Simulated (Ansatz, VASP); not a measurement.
## One calculation of Ta4W, two programs

Contents of INCAR:

```
  PREC = Accurate
  ENCUT = 520
  EDIFF = 1E-6
  ISMEAR = -1
  SIGMA = 0.08
  LREAL = False
  LASPH = True
  NELM = 100
  ALGO = Normal
  ISIF = 2
  LWAVE = False
  LCHARG = False
  LDIPOL = True
  IDIPOL = 3
  DIPOL = 0.5 0.5 0.500
  GGA = PE
  NBANDS = 37
```

Contents of KPOINTS:

```
Automatic mesh
0
Gamma
  9 9 1
```

File POSCAR:

```
Ta4W
1.0
    4.6945593029      0.0000000000      0.0000000000
   -2.3472796515      4.0656076159      0.0000000000
    0.0000000000      0.0000000000     19.8331000000
Ta W
4 1
Direct
    0.8333333333      0.1666666667      0.4154101530
    0.1666666667      0.8333333333      0.4560260652
    0.8333333333      0.1666666667      0.5439739343
    0.1666666667      0.8333333333      0.5845898484
    0.5000000000      0.5000000000      0.4999999991
```

Input for Ansatz:

```yaml
crystal:
  lattice:
    - [4.6945593029, 0.0, 0.0]
    - [-2.3472796515, 4.0656076159, 0.0]
    - [0.0, 0.0, 19.8331]
  atoms:
    - { symbol: Ta, position: [0.8333333333, 0.1666666667, 0.415410153] }
    - { symbol: Ta, position: [0.1666666667, 0.8333333333, 0.4560260652] }
    - { symbol: W, position: [0.5, 0.5, 0.4999999991] }
    - { symbol: Ta, position: [0.8333333333, 0.1666666667, 0.5439739343] }
    - { symbol: Ta, position: [0.1666666667, 0.8333333333, 0.5845898484] }
kpoints:
  mp_grid: { grid: [9, 9, 1] }
scf:
  occupations: { method: fermi_dirac, width: 0.08 }
hamiltonian:
  xc: pbe
  pseudopotentials: { kind: all_electron, lapw: { basis_error: 0.001 } }
output:
  forces: true
  stress: true
  eigenvalues: true
efield:
  axis: 3
  amplitude: 0
  dipole_correction: true
```

Alike in both runs: task single point; functional PBE; k mesh 9 × 9 × 1; occupations fermi-dirac, width 0.08 eV; no spin polarisation.

|  | VASP | Ansatz |
| --- | --- | --- |
| version | VASP 6.6.1 | Ansatz 0.2.0 |
| potentials or method | VASP PAW PBE potentials, release 64 (Ta_pv, W_sv), cutoff 520 eV | all-electron LAPW, scalar-relativistic |

```csv
,VASP,Ansatz,Ansatz less VASP
rms of the force components (eV/Å),0.203,0.204,+0.0008
```

Ansatz ran all-electron here, and VASP with PAW potentials.

Spin-orbit coupling is off throughout.
